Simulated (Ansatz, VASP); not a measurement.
## Two plane-wave programs on In3O2

```
CELL_PARAMETERS angstrom
4.78536 0.00000 0.00000
0.00000 4.78536 0.00000
0.00000 0.00000 4.78536
ATOMIC_POSITIONS crystal
In 0.00000 0.50000 0.50000
In 0.50000 0.00000 0.50000
In 0.50000 0.50000 0.00000
O 0.50000 0.50000 0.50000
O 0.00000 0.00000 0.00000
```

Alike in both runs: functional PBE; k mesh 4 × 4 × 4; occupations gaussian, width 0.1 eV; no spin polarisation.

Ansatz relaxed the structure, and its values are those at the end. VASP's run is a single point on that final structure, the one shown.

|  | VASP | Ansatz |
| --- | --- | --- |
| version | VASP 6.6.1 | Ansatz 0.2.0 |
| potentials or method | VASP PAW PBE potentials, release 64 (In_d, O), cutoff 520 eV | scalar-relativistic, plane waves, PAW |
| valence electrons in the cell | 51 | 51 |

|  | VASP | Ansatz | Ansatz less VASP |
| --- | --- | --- | --- |
| gap on the k mesh at the Fermi level (eV) | none | none | - |
| pressure (GPa) | 0.2 | 0.2 | +0.03 |

A gap of «none» marks a metal or a gap that the smearing closes.
